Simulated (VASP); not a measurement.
# NbRu3 (Pm-3m) in VASP: further runs, part 2 of 2

VASP 6.6.1.

### Step 3. Electric field gradients, LDA (14.31 Å³/atom)

File INCAR:

```
SYSTEM = NbRu3
PREC = Accurate
ENCUT = 520
EDIFF = 1E-8
ISMEAR = -1
SIGMA = 0.05
LREAL = .FALSE.
LASPH = .TRUE.
NELM = 60
ALGO = Normal
ISIF = 2
LWAVE = .FALSE.
LCHARG = .FALSE.
GGA = CA
LEFG = .TRUE.
NBANDS = 36
```

File KPOINTS:

```
regular mesh
0
G
  9 9 9
  0 0 0
```

File POSCAR:

```
NbRu3
1.0
    3.8539589469      0.0000000000      0.0000000000
    0.0000000000      3.8539589469      0.0000000000
    0.0000000000      0.0000000000      3.8539589469
Nb Ru
1 3
Direct
    0.0000000000      0.0000000000      0.0000000000
    0.0000000000      0.5000000000      0.5000000000
    0.5000000000      0.0000000000      0.5000000000
    0.5000000000      0.5000000000      0.0000000000
```

Potentials or basis: VASP PAW LDA potentials, release 64 (Nb_sv, Ru_pv).

The run is started by

```
cat potpaw_LDA.64/Nb_sv/POTCAR potpaw_LDA.64/Ru_pv/POTCAR > POTCAR
mpirun -np 1 vasp_std > vasp.out
```

OUTCAR:

```text
SYSTEM = NbRu3
   PREC = Accurate
   ENCUT = 520
   EDIFF = 1E-8
   ISMEAR = -1
   LREAL = .FALSE.
   LASPH = .TRUE.
   NELM = 60
   ISIF = 2
   GGA = CA

 ion  position               nearest neighbor table
   1  0.000  0.000  0.000-   2 2.73   3 2.73   4 2.73   2 2.73   3 2.73   2 2.73   4 2.73   2 2.73
                             3 2.73   4 2.73   3 2.73   4 2.73
   2  0.000  0.500  0.500-   1 2.73   3 2.73   4 2.73   1 2.73   4 2.73   1 2.73   3 2.73   1 2.73
                             3 2.73   4 2.73   4 2.73   3 2.73
   3  0.500  0.000  0.500-   1 2.73   2 2.73   4 2.73   1 2.73   4 2.73   2 2.73   4 2.73   4 2.73
                             1 2.73   2 2.73   1 2.73   2 2.73
   4  0.500  0.500  0.000-   1 2.73   2 2.73   3 2.73   2 2.73   3 2.73   1 2.73   3 2.73   3 2.73
                             1 2.73   2 2.73   2 2.73   1 2.73

  LATTYP: Found a simple cubic cell.
 ALAT       =     3.8539589469

  Lattice vectors:

 A1 = (   3.8539589469,   0.0000000000,   0.0000000000)
 A2 = (   0.0000000000,   3.8539589469,   0.0000000000)
 A3 = (   0.0000000000,   0.0000000000,   3.8539589469)

[... 1145 lines left out ...]
      0.00000      1.92698      1.92698         0.000000      0.000000      0.000000
      1.92698      0.00000      1.92698         0.000000      0.000000      0.000000
      1.92698      1.92698      0.00000         0.000000      0.000000      0.000000
 -----------------------------------------------------------------------------------
    total drift:                                0.000000      0.000000     -0.000000

  FREE ENERGIE OF THE ION-ELECTRON SYSTEM (eV)
  ---------------------------------------------------
  free  energy   TOTEN  =       -43.8252433558 eV

  energy  without entropy=      -43.7816473932  energy(sigma->0) =      -43.80344537

 Electric field gradients (V/A^2)
---------------------------------------------------------------------
 ion       V_xx      V_yy      V_zz      V_xy      V_xz      V_yz
---------------------------------------------------------------------
   1      -0.000    -0.000    -0.000    -0.000     0.000     0.000
   2     -16.216     8.108     8.108     0.000     0.000    -0.000
   3       8.108   -16.216     8.108     0.000     0.000     0.000
   4       8.108     8.108   -16.216     0.000     0.000     0.000
---------------------------------------------------------------------

 Electric field gradients after diagonalization (V/A^2)
 (convention: |V_zz| > |V_xx| > |V_yy|)
----------------------------------------------------------------------
 ion       V_xx      V_yy      V_zz     asymmetry (V_yy - V_xx)/ V_zz
----------------------------------------------------------------------
   1      -0.000    -0.000    -0.000      -0.193
   2       8.108     8.108   -16.216       0.000
   3       8.108     8.108   -16.216       0.000
   4       8.108     8.108   -16.216       0.000
----------------------------------------------------------------------

           NMR quadrupolar parameters

 Cq : quadrupolar parameter    Cq=e*Q*V_zz/h
 eta: asymmetry parameters     (V_yy - V_xx)/ V_zz
 Q  : nuclear electric quadrupole moment in mb (millibarn)
----------------------------------------------------------------------
 ion       Cq(MHz)       eta       Q (mb)
----------------------------------------------------------------------
   1      -0.000      -0.193       1.000
   2      -0.039       0.000       1.000
   3      -0.039       0.000       1.000
   4      -0.039       0.000       1.000
----------------------------------------------------------------------
```

OSZICAR:

```text
N       E                     dE             d eps       ncg     rms          rms(c)
DAV:   1     0.692096119089E+03    0.69210E+03   -0.32279E+04  2520   0.167E+03
DAV:   2    -0.170897402664E+02   -0.70919E+03   -0.69327E+03  2788   0.588E+02
DAV:   3    -0.448301177842E+02   -0.27740E+02   -0.26269E+02  3780   0.114E+02
DAV:   4    -0.463468348067E+02   -0.15167E+01   -0.15060E+01  3716   0.210E+01
DAV:   5    -0.463873178120E+02   -0.40483E-01   -0.40441E-01  3768   0.350E+00    0.221E+01
DAV:   6    -0.441492921579E+02    0.22380E+01   -0.65247E+00  2864   0.179E+01    0.580E+00
DAV:   7    -0.440788059865E+02    0.70486E-01   -0.26712E+00  4584   0.959E+00    0.481E+00
DAV:   8    -0.438275574345E+02    0.25125E+00   -0.90074E-01  3588   0.607E+00    0.140E+00
DAV:   9    -0.438250618555E+02    0.24956E-02   -0.50463E-02  3020   0.159E+00    0.282E-01
DAV:  10    -0.438252283429E+02   -0.16649E-03   -0.37700E-03  4116   0.379E-01    0.551E-02
DAV:  11    -0.438252329717E+02   -0.46288E-05   -0.86883E-05  3824   0.602E-02    0.309E-02
DAV:  12    -0.438252437648E+02   -0.10793E-04   -0.36227E-05  4712   0.434E-02    0.122E-02
DAV:  13    -0.438252433639E+02    0.40098E-06   -0.24955E-06  3576   0.118E-02    0.381E-03
DAV:  14    -0.438252433361E+02    0.27725E-07   -0.43944E-07  3580   0.670E-03    0.111E-03
DAV:  15    -0.438252433530E+02   -0.16885E-07   -0.22984E-08  2524   0.136E-03    0.448E-04
DAV:  16    -0.438252433558E+02   -0.27449E-08   -0.49799E-09  1744   0.482E-04
   1 F= -.43825243E+02 E0= -.43803445E+02  d E =-.435960E-01
```

Run time: 88 s. Hardware: 1 thread of Intel Xeon 8259CL, shared host; peak memory 0.19 GiB.

What came out:

| Item | Value |
| --- | --- |
| Free energy | -43.8252 eV |
| Pressure | -5.5 GPa |
| Band gap on the k mesh | zero (an odd number of electrons rules out a gap without spin polarisation) |
| Largest electric field gradient by atom | Nb -0.0; Ru -16.2 V/Å² |

Electric field gradients, principal values (V/Å²):
```
atom  least  middle  greatest (by size)
1 Nb  0.000   0.000               0.000
2 Ru  8.108   8.108             -16.216
3 Ru  8.108   8.108             -16.216
4 Ru  8.108   8.108             -16.216
```

Caveat: the cell stands under tension; without QUAD_EFG the Cq values of the log hold for a quadrupole moment of 1 mb, not for the nuclei.

### Step 4. Electric field gradients, LDA (14.75 Å³/atom)

This run uses another cell than the first one, of 14.75 Å³/atom.

File INCAR:

```
ALGO     = Normal         # electronic algorithm
EDIFF    = 1E-8           # SCF threshold, eV
ENCUT    = 520            # plane-wave cutoff, eV
ISIF     = 2              # what is computed and relaxed
ISMEAR   = -1             # smearing method
LASPH    = True           # aspherical terms in the spheres
LCHARG   = False          # write CHGCAR
LEFG     = True         
LREAL    = False          # projectors in reciprocal space
LWAVE    = False          # write WAVECAR
NBANDS   = 36             # bands
NELM     = 100            # most SCF steps
PREC     = Accurate       # precision mode
SIGMA    = 0.05           # smearing width, eV
```

File KPOINTS:

```
k-points
0
Gamma
  9 9 9
```

File POSCAR:

```
NbRu3
1.0
    3.8928904601      0.0000000000      0.0000000000
    0.0000000000      3.8928904601      0.0000000000
    0.0000000000      0.0000000000      3.8928904601
Nb Ru
1 3
Direct
    0.0000000000      0.0000000000      0.0000000000
    0.0000000000      0.5000000000      0.5000000000
    0.5000000000      0.0000000000      0.5000000000
    0.5000000000      0.5000000000      0.0000000000
```

Potentials or basis: VASP PAW LDA potentials, release 64 (Nb_sv, Ru_pv).

The run is started by

```
cat potpaw_LDA.64/Nb_sv/POTCAR potpaw_LDA.64/Ru_pv/POTCAR > POTCAR
mpirun -np 1 vasp_std > vasp.out
```

OUTCAR:

```text
EDIFF = 1E-8
   ENCUT = 520
   ISIF = 2
   ISMEAR = -1
   LASPH = True
   LREAL = False
   NELM = 100
   PREC = Accurate

 ion  position               nearest neighbor table
   1  0.000  0.000  0.000-   2 2.75   3 2.75   4 2.75   2 2.75   3 2.75   2 2.75   4 2.75   2 2.75
                             3 2.75   4 2.75   3 2.75   4 2.75
   2  0.000  0.500  0.500-   1 2.75   3 2.75   4 2.75   1 2.75   4 2.75   1 2.75   3 2.75   1 2.75
                             3 2.75   4 2.75   4 2.75   3 2.75
   3  0.500  0.000  0.500-   1 2.75   2 2.75   4 2.75   1 2.75   4 2.75   2 2.75   4 2.75   4 2.75
                             1 2.75   2 2.75   1 2.75   2 2.75
   4  0.500  0.500  0.000-   1 2.75   2 2.75   3 2.75   2 2.75   3 2.75   1 2.75   3 2.75   3 2.75
                             1 2.75   2 2.75   2 2.75   1 2.75

  LATTYP: Found a simple cubic cell.
 ALAT       =     3.8928904601

  Lattice vectors:

 A1 = (   3.8928904601,   0.0000000000,   0.0000000000)
 A2 = (   0.0000000000,   3.8928904601,   0.0000000000)
 A3 = (   0.0000000000,   0.0000000000,   3.8928904601)

Analysis of symmetry for initial positions (statically):
=====================================================================
 Subroutine PRICEL returns:
 Original cell was already a primitive cell.

 Routine SETGRP: Setting up the symmetry group for a
 simple cubic supercell.

 Subroutine GETGRP returns: Found 48 space group operations
 (whereof 48 operations were pure point group operations)
 out of a pool of 48 trial point group operations.

The static configuration has the point symmetry O_h .

Analysis of symmetry for dynamics (positions and initial velocities):
=====================================================================
 Subroutine PRICEL returns:
 Original cell was already a primitive cell.

 Routine SETGRP: Setting up the symmetry group for a
 simple cubic supercell.

 Subroutine GETGRP returns: Found 48 space group operations
 (whereof 48 operations were pure point group operations)
 out of a pool of 48 trial point group operations.

The dynamic configuration has the point symmetry O_h .

 Subroutine INISYM returns: Found 48 space group operations
 (whereof 48 operations are pure point group operations),
 and found     1 'primitive' translations

----------------------------------------------------------------------------------------

                                     Primitive cell

  volume of cell :      58.9952

  direct lattice vectors                    reciprocal lattice vectors
     3.892890460  0.000000000  0.000000000     0.256878535  0.000000000  0.000000000
     0.000000000  3.892890460  0.000000000     0.000000000  0.256878535  0.000000000
     0.000000000  0.000000000  3.892890460     0.000000000  0.000000000  0.256878535

  length of vectors
     3.892890460  3.892890460  3.892890460     0.256878535  0.256878535  0.256878535

  position of ions in fractional coordinates (direct lattice)
     0.000000000  0.000000000  0.000000000
     0.000000000  0.500000000  0.500000000
     0.500000000  0.000000000  0.500000000
     0.500000000  0.500000000  0.000000000

  ion indices of the primitive-cell ions
   primitive index   ion index
                 1           1
                 2           2
                 3           3
[... 86 lines left out ...]
   EMIN   =  10.00;   EMAX   =-10.00  energy-range for DOS
   EFERMI =   0.00;   METHOD = LEGACY
   ISMEAR =    -1;   SIGMA  =   0.05  broadening in eV -4-tet -1-fermi 0-gaus
   EFERMI_NEDOS =   21; number of points for ismear=-14 and -15
   IALGO  =     38    algorithm
   IMIX   =      4    mixing-type and parameters
     AMIX     =   0.40;   BMIX     =  1.00
     AMIX_MAG =   1.60;   BMIX_MAG =  1.00
  volume/ion in A,a.u.               =      14.75        99.53
  Fermi-wavevector in a.u.,A,eV,Ry     =   1.599276  3.022194 34.799420  2.557685
  Thomas-Fermi vector in A             =   2.696595
   LORBIT       =      0    0 simple, 1 ext, 2 COOP (PROOUT), +10 PAW based schemes
   GGA     = CA    functional components
   LHFCALC =     F    Hartree Fock is set to
   AEXX    =    0.0000 exact exchange contribution
   IVDW    =     0    specifies the selected vdW correction
   LEPSILON=     F    determine dielectric tensor
   LRPA    =     F    only Hartree local field effects (RPA)
 non-spin polarized calculation
  energy-cutoff  :      520.00
  volume of cell :       59.00
 maximum number of plane-waves:      1604
 NGX is ok and might be reduce to    30
   NGX = 15   NGY = 15   NGZ = 15

 number of electron      54.9999995 magnetization

 Free energy of the ion-electron system (eV)
  ---------------------------------------------------
  ext. energy  EPLUGINS =         0.00000000
  ---------------------------------------------------
  free energy    TOTEN  =       -43.72172571 eV

  energy without entropy =      -43.67654277  energy(sigma->0) =      -43.69913424

 E-fermi :  11.8570     XC(G=0): -13.8526

 val. band max:       11.8488834802   @ k =   0.4444   0.4444   0.3333
 cond. band min:      11.8685901860   @ k =   0.4444   0.3333   0.3333
 fundamental gap:      0.0197067057
 Fermi energy:        11.8570126146

 k-point     1 :       0.0000    0.0000    0.0000
  band No.  band energies     occupation
      1     -42.5928      2.00000
      2     -30.6410      2.00000
      3     -30.6410      2.00000
      4     -30.6410      2.00000
      5     -30.2642      2.00000
      6     -30.2642      2.00000
[... 925 lines left out ...]
     35      15.7129      0.00000
     36      18.3416      0.00000

 [... further k-points ...]
[... 5 lines left out ...]
  --------------------------------------------------------------------------------------
  -------------------------------------------------------------------------------------
  Total       -4.9675241     -4.9675241     -4.9675241      0.0000000      0.0000000      0.0000000
  in kB     -134.9068542   -134.9068542   -134.9068542      0.0000000      0.0000000      0.0000000
  external PRESSURE =    -134.9068542 kB  Pullay stress =       0.0000000 kB

 VOLUME and BASIS-vectors are now :
 -----------------------------------------------------------------------------
  energy-cutoff  :      520.00
  volume of cell :       59.00
      direct lattice vectors                 reciprocal lattice vectors
     3.892890460  0.000000000  0.000000000     0.256878535  0.000000000  0.000000000
     0.000000000  3.892890460  0.000000000     0.000000000  0.256878535  0.000000000
     0.000000000  0.000000000  3.892890460     0.000000000  0.000000000  0.256878535

 POSITION                                       TOTAL-FORCE (eV/Angst)
 -----------------------------------------------------------------------------------
      0.00000      0.00000      0.00000         0.000000      0.000000      0.000000
      0.00000      1.94645      1.94645         0.000000      0.000000      0.000000
      1.94645      0.00000      1.94645         0.000000      0.000000      0.000000
      1.94645      1.94645      0.00000         0.000000      0.000000      0.000000
 -----------------------------------------------------------------------------------
    total drift:                                0.000000      0.000000     -0.000000

  FREE ENERGIE OF THE ION-ELECTRON SYSTEM (eV)
  ---------------------------------------------------
  free  energy   TOTEN  =       -43.7217257149 eV

  energy  without entropy=      -43.6765427665  energy(sigma->0) =      -43.69913424

 Electric field gradients (V/A^2)
---------------------------------------------------------------------
 ion       V_xx      V_yy      V_zz      V_xy      V_xz      V_yz
---------------------------------------------------------------------
   1       0.000    -0.000    -0.000    -0.000    -0.000     0.000
   2     -11.389     5.694     5.694    -0.000     0.000     0.000
   3       5.694   -11.389     5.694     0.000     0.000    -0.000
   4       5.694     5.694   -11.389     0.000     0.000     0.000
---------------------------------------------------------------------

 Electric field gradients after diagonalization (V/A^2)
 (convention: |V_zz| > |V_xx| > |V_yy|)
----------------------------------------------------------------------
 ion       V_xx      V_yy      V_zz     asymmetry (V_yy - V_xx)/ V_zz
----------------------------------------------------------------------
   1       0.000    -0.000    -0.000       0.382
   2       5.694     5.694   -11.389       0.000
   3       5.694     5.694   -11.389       0.000
   4       5.694     5.694   -11.389       0.000
----------------------------------------------------------------------

           NMR quadrupolar parameters

 Cq : quadrupolar parameter    Cq=e*Q*V_zz/h
 eta: asymmetry parameters     (V_yy - V_xx)/ V_zz
 Q  : nuclear electric quadrupole moment in mb (millibarn)
----------------------------------------------------------------------
 ion       Cq(MHz)       eta       Q (mb)
----------------------------------------------------------------------
   1      -0.000       0.382       1.000
   2      -0.028       0.000       1.000
   3      -0.028       0.000       1.000
   4      -0.028       0.000       1.000
----------------------------------------------------------------------
```

Wall time 87 s (1 thread of Intel Xeon 8259CL, shared host); peak memory 0.19 GiB.

Results:

| Quantity | Value |
| --- | --- |
| Free energy | -43.7217 eV |
| Pressure | -13.5 GPa |
| Band gap on the k mesh | zero (an odd number of electrons rules out a gap without spin polarisation) |
| Largest electric field gradient by atom | Nb +0.0; Ru -11.4 V/Å² |

Levels at points of the mesh, in eV from the Fermi level:
| k point | band 25 | band 26 | band 27 | band 28 | band 29 | band 30 | band 31 | band 32 |
| --- | --- | --- | --- | --- | --- | --- | --- | --- |
| (0.00, 0.00, 0.00) | 0.48 | 1.76 | 2.28 | 2.28 | 2.28 | 3.59 | 3.59 | 3.95 |

Electric field gradients, principal values (V/Å²):
```
atom  least  middle  greatest (by size)
1 Nb  0.000   0.000               0.000
2 Ru  5.694   5.694             -11.389
3 Ru  5.694   5.694             -11.389
4 Ru  5.694   5.694             -11.389
```

Caveat: the cell stands under tension; without QUAD_EFG the Cq values of the log hold for a quadrupole moment of 1 mb, not for the nuclei.

The gap in the log of VASP goes by the Fermi energy; the results here count the filled bands.